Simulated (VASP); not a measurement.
# TaTeP (P4/mmm) in VASP: a series of runs, part 2 of 2

VASP 6.6.1. The steps go on from the part before.

### Step 3. Relaxation of cell and atoms, PBE

This run uses another cell than the first one, of 22.96 Å³/atom, 1.002 times its volume.

The input, INCAR:

```
SYSTEM = TaTeP
ALGO = Normal ; EDIFF = 1E-6
EDIFFG = -0.01 ; ENCUT = 600
GGA = PE ; IBRION = 2
ISIF = 3 ; ISMEAR = 0
LASPH = .TRUE. ; LCHARG = .FALSE.
LREAL = .FALSE. ; LWAVE = .FALSE.
NELM = 100 ; NSW = 100
PREC = Accurate ; SIGMA = 0.1
```

The input, KPOINTS:

```
k-points
0
G
  14 14 8
  0 0 0
```

The input, POSCAR:

```
TaTeP
1.0
    3.4781693378      0.0000000000      0.0000000000
    0.0000000000      3.4781693378      0.0000000000
    0.0000000000      0.0000000000      5.6926106169
Ta Te P
1 1 1
Direct
    0.5000000000      0.5000000000      0.5000000000
    0.5000000000      0.5000000000      0.0000000000
    0.0000000000      0.0000000000      0.5000000000
```

Potentials or basis: VASP PAW PBE potentials, release 64 (Ta_pv, Te, P).

Run with:

```
$ cat potpaw_PBE.64/Ta_pv/POTCAR potpaw_PBE.64/Te/POTCAR potpaw_PBE.64/P/POTCAR > POTCAR
$ mpirun -np 1 vasp_std > vasp.out
```

OUTCAR:

```text
SYSTEM = TaTeP
   EDIFF = 1E-6
   EDIFFG = -0.01
   ENCUT = 600
   GGA = PE
   IBRION = 2
   ISIF = 3
   ISMEAR = 0
   LASPH = .TRUE.
   LREAL = .FALSE.
   NELM = 100
   NSW = 100
   PREC = Accurate

 ion  position               nearest neighbor table
   1  0.500  0.500  0.500-   3 2.46   3 2.46   3 2.46   3 2.46   2 2.85   2 2.85
   2  0.500  0.500  0.000-   1 2.85   1 2.85
   3  0.000  0.000  0.500-   1 2.46   1 2.46   1 2.46   1 2.46

  LATTYP: Found a simple tetragonal cell.
 ALAT       =     3.4781693378
 C/A-ratio  =     1.6366686219

  Lattice vectors:

 A1 = (   3.4781693378,   0.0000000000,   0.0000000000)
 A2 = (   0.0000000000,   3.4781693378,   0.0000000000)
 A3 = (   0.0000000000,   0.0000000000,   5.6926106169)

Analysis of symmetry for initial positions (statically):
=====================================================================
 Subroutine PRICEL returns:
 Original cell was already a primitive cell.

 Routine SETGRP: Setting up the symmetry group for a
 simple tetragonal supercell.

 Subroutine GETGRP returns: Found 16 space group operations
 (whereof 16 operations were pure point group operations)
 out of a pool of 16 trial point group operations.

The static configuration has the point symmetry D_4h.

Analysis of symmetry for dynamics (positions and initial velocities):
=====================================================================
 Subroutine PRICEL returns:
 Original cell was already a primitive cell.

 Routine SETGRP: Setting up the symmetry group for a
 simple tetragonal supercell.

 Subroutine GETGRP returns: Found 16 space group operations
 (whereof 16 operations were pure point group operations)
 out of a pool of 16 trial point group operations.

The dynamic configuration has the point symmetry D_4h.

 Subroutine INISYM returns: Found 16 space group operations
 (whereof 16 operations are pure point group operations),
 and found     1 'primitive' translations

----------------------------------------------------------------------------------------

                                     Primitive cell

  volume of cell :      68.8673

  direct lattice vectors                    reciprocal lattice vectors
     3.478169338  0.000000000  0.000000000     0.287507566  0.000000000  0.000000000
     0.000000000  3.478169338  0.000000000     0.000000000  0.287507566  0.000000000
     0.000000000  0.000000000  5.692610617     0.000000000  0.000000000  0.175666327

  length of vectors
     3.478169338  3.478169338  5.692610617     0.287507566  0.287507566  0.175666327

  position of ions in fractional coordinates (direct lattice)
     0.500000000  0.500000000  0.500000000
     0.500000000  0.500000000  0.000000000
     0.000000000  0.000000000  0.500000000

[... 120 lines left out ...]

 Free energy of the ion-electron system (eV)
  ---------------------------------------------------
  ext. energy  EPLUGINS =         0.00000000
  ---------------------------------------------------
  free energy    TOTEN  =       -20.86700267 eV

  energy without entropy =      -20.85388234  energy(sigma->0) =      -20.86044250

------------------------ aborting loop because EDIFF is reached ----------------------------------------

  FORCE on cell =-STRESS in cart. coord.  units (eV):
  Direction    XX          YY          ZZ          XY          YZ          ZX
  --------------------------------------------------------------------------------------
  -------------------------------------------------------------------------------------
  Total        0.1012536      0.1012536     -0.3124952      0.0000000      0.0000000      0.0000000
  in kB        2.3556365      2.3556365     -7.2701098      0.0000000      0.0000000      0.0000000
  external PRESSURE =      -0.8529456 kB  Pullay stress =       0.0000000 kB

 VOLUME and BASIS-vectors are now :
 -----------------------------------------------------------------------------
  energy-cutoff  :      600.00
  volume of cell :       68.87
      direct lattice vectors                 reciprocal lattice vectors
     3.478169338  0.000000000  0.000000000     0.287507566  0.000000000  0.000000000
     0.000000000  3.478169338  0.000000000     0.000000000  0.287507566  0.000000000
     0.000000000  0.000000000  5.692610617     0.000000000  0.000000000  0.175666327

 POSITION                                       TOTAL-FORCE (eV/Angst)
 -----------------------------------------------------------------------------------
      1.73908      1.73908      2.84631         0.000000      0.000000      0.000000
      1.73908      1.73908      0.00000         0.000000      0.000000      0.000000
      0.00000      0.00000      2.84631         0.000000      0.000000      0.000000
 -----------------------------------------------------------------------------------
    total drift:                                0.000000      0.000000      0.000000

  FREE ENERGIE OF THE ION-ELECTRON SYSTEM (eV)
  ---------------------------------------------------
  free  energy   TOTEN  =       -20.8670026678 eV

  energy  without entropy=      -20.8538823383  energy(sigma->0) =      -20.86044250

--------------------------------------- Ionic step        2  -------------------------------------------

 number of electron      21.9999997 magnetization

 Free energy of the ion-electron system (eV)
  ---------------------------------------------------
  ext. energy  EPLUGINS =         0.00000000
  ---------------------------------------------------
  free energy    TOTEN  =       -20.86786942 eV

  energy without entropy =      -20.85471862  energy(sigma->0) =      -20.86129402

 E-fermi :   6.2750     XC(G=0): -10.4135

 val. band max:        6.2626667502   @ k =   0.3571   0.0000   0.5000
 cond. band min:       6.2772549980   @ k =   0.2143   0.0714   0.5000
 fundamental gap:      0.0145882479
 Fermi energy:         6.2750437357

 k-point     1 :       0.0000    0.0000    0.0000
  band No.  band energies     occupation
      1     -28.8458      2.00000
      2     -28.8405      2.00000
      3     -28.8405      2.00000
      4      -6.6286      2.00000
      5      -4.8796      2.00000
      6       1.4318      2.00000
      7       3.4193      2.00000
      8       5.4448      2.00000
      9       5.4448      2.00000
     10       6.1199      1.97176
     11       6.8338      0.00000
     12       6.8338      0.00000
     13       6.9630      0.00000
     14       7.0071      0.00000
[... 401 lines left out ...]
      2     -28.8807      2.00000
      3     -28.8326      2.00000
      4      -4.9869      2.00000
      5      -4.0323      2.00000
      6       0.9026      2.00000
      7       2.1852      2.00000
      8       2.5118      2.00000
      9       3.8151      2.00000
     10       4.4474      2.00000
     11       5.5626      2.00000
     12       6.1156      1.97583
     13       7.6038      0.00000
     14       8.2081      0.00000
     15       8.7786      0.00000

 [... further k-points ...]

------------------------ aborting loop because EDIFF is reached ----------------------------------------

  FORCE on cell =-STRESS in cart. coord.  units (eV):
  Direction    XX          YY          ZZ          XY          YZ          ZX
  --------------------------------------------------------------------------------------
  -------------------------------------------------------------------------------------
  Total       -0.0232251     -0.0232251      0.0210504      0.0000000      0.0000000      0.0000000
  in kB       -0.5412891     -0.5412891      0.4906048      0.0000000      0.0000000      0.0000000
  external PRESSURE =      -0.1973244 kB  Pullay stress =       0.0000000 kB

 VOLUME and BASIS-vectors are now :
 -----------------------------------------------------------------------------
  energy-cutoff  :      600.00
  volume of cell :       68.74
      direct lattice vectors                 reciprocal lattice vectors
     3.483832660  0.000000000  0.000000000     0.287040193  0.000000000  0.000000000
     0.000000000  3.483832660  0.000000000     0.000000000  0.287040193 -0.000000000
     0.000000000  0.000000000  5.664004117     0.000000000  0.000000000  0.176553544

 POSITION                                       TOTAL-FORCE (eV/Angst)
 -----------------------------------------------------------------------------------
      1.74192      1.74192      2.83200         0.000000      0.000000      0.000000
      1.74192      1.74192      0.00000         0.000000     -0.000000      0.000000
      0.00000      0.00000      2.83200         0.000000     -0.000000      0.000000
 -----------------------------------------------------------------------------------
    total drift:                                0.000000      0.000000      0.000000

  FREE ENERGIE OF THE ION-ELECTRON SYSTEM (eV)
  ---------------------------------------------------
  free  energy   TOTEN  =       -20.8678694230 eV

  energy  without entropy=      -20.8547186176  energy(sigma->0) =      -20.86129402

 reached required accuracy - stopping structural energy minimisation
```

OSZICAR:

```text
N       E                     dE             d eps       ncg     rms          rms(c)
DAV:   1     0.136173815238E+03    0.13617E+03   -0.12006E+04  5400   0.147E+03
[... 14 lines left out ...]
DAV:   1    -0.208766740699E+02   -0.96706E-02   -0.23922E-01  5430   0.355E+00    0.422E-01
DAV:   2    -0.208699076292E+02    0.67664E-02   -0.40494E-02  6668   0.997E-01    0.219E-01
DAV:   3    -0.208683993808E+02    0.15082E-02   -0.78498E-03  6182   0.368E-01    0.115E-01
DAV:   4    -0.208678850935E+02    0.51429E-03   -0.13538E-03  6935   0.245E-01    0.532E-02
DAV:   5    -0.208678672683E+02    0.17825E-04   -0.11454E-04  7150   0.680E-02    0.396E-02
DAV:   6    -0.208678695592E+02   -0.22910E-05   -0.11156E-05  6644   0.195E-02    0.752E-03
DAV:   7    -0.208678694230E+02    0.13620E-06   -0.19498E-06  4195   0.894E-03
   2 F= -.20867869E+02 E0= -.20861294E+02  d E =-.866755E-03
```

CONTCAR:

```text
TaTeP
   1.00000000000000
     3.4838326599517555    0.0000000000000000    0.0000000000000000
     0.0000000000000000    3.4838326599517555    0.0000000000000000
     0.0000000000000000    0.0000000000000000    5.6640041169060762
  Ta              Te              P
     1     1     1
Direct
     0.5000000000000000    0.5000000000000000    0.5000000000000000
     0.5000000000000000    0.5000000000000000    0.0000000000000000
     0.0000000000000000    0.0000000000000000    0.5000000000000000

  0.00000000E+00  0.00000000E+00  0.00000000E+00
  0.00000000E+00  0.00000000E+00  0.00000000E+00
  0.00000000E+00  0.00000000E+00  0.00000000E+00
```

Wall time 2.6 min (1 thread of Intel Xeon Platinum 8488C (Sapphire Rapids), shared host); peak memory 0.41 GiB.

Results:

- Free energy: -20.8679 eV
- Relaxed volume: 22.91 Å³/atom
- Relaxed cell: a = 3.484 Å, b = 3.484 Å, c = 5.664 Å, α = 90.00°, β = 90.00°, γ = 90.00°
- Space group after relaxing (to 0.05 Å): P4/mmm (No. 123)
- Energy gained by relaxing: 0.3 meV/atom
- Ionic steps: 2
- Pressure after relaxing: 0.0 GPa
- Band gap on the k mesh: zero (band 11 reaches 7.34 eV, above the bottom of band 12 at 4.82 eV)

The path:
```
step  energy change (eV)  largest force (eV/Å)  pressure (GPa)  volume (Å³)
   1              0.0000                0.0000           -0.09        68.87
   2             -0.0009                0.0000           -0.02        68.74
```

Final structure:
```yaml
crystal:
  lattice:
    - [3.48383, 0.00000, 0.00000]
    - [0.00000, 3.48383, 0.00000]
    - [0.00000, 0.00000, 5.66400]
  atoms:
    - { symbol: Ta, position: [0.50000, 0.50000, 0.50000] }
    - { symbol: Te, position: [0.50000, 0.50000, 0.00000] }
    - { symbol: P, position: [0.00000, 0.00000, 0.50000] }
```

Levels at points of the mesh, in eV from the Fermi level:
| k point | band 8 | band 9 | band 10 | band 11 | band 12 | band 13 | band 14 | band 15 |
| --- | --- | --- | --- | --- | --- | --- | --- | --- |
| (0.00, 0.00, 0.00) | -0.83 | -0.83 | -0.16 | 0.56 | 0.56 | 0.69 | 0.73 | 1.34 |
| (0.50, 0.00, 0.00) | -3.84 | -3.79 | -2.66 | 1.07 | 1.23 | 1.68 | 2.19 | 3.74 |
| (0.50, 0.50, 0.00) | -1.91 | -1.91 | -1.46 | -1.46 | -1.46 | -0.97 | 1.35 | 2.24 |
| (0.00, 0.00, 0.50) | -1.98 | -0.58 | -0.58 | -0.55 | -0.55 | -0.16 | 2.71 | 2.71 |
| (0.50, 0.00, 0.50) | -4.19 | -3.93 | -1.23 | 0.13 | 2.13 | 3.27 | 3.59 | 4.27 |
| (0.50, 0.50, 0.50) | -3.82 | -3.51 | -3.51 | -1.32 | 0.41 | 0.41 | 1.57 | 2.83 |

Caveat: spin-orbit coupling is left out, which moves the levels of the heavy elements.
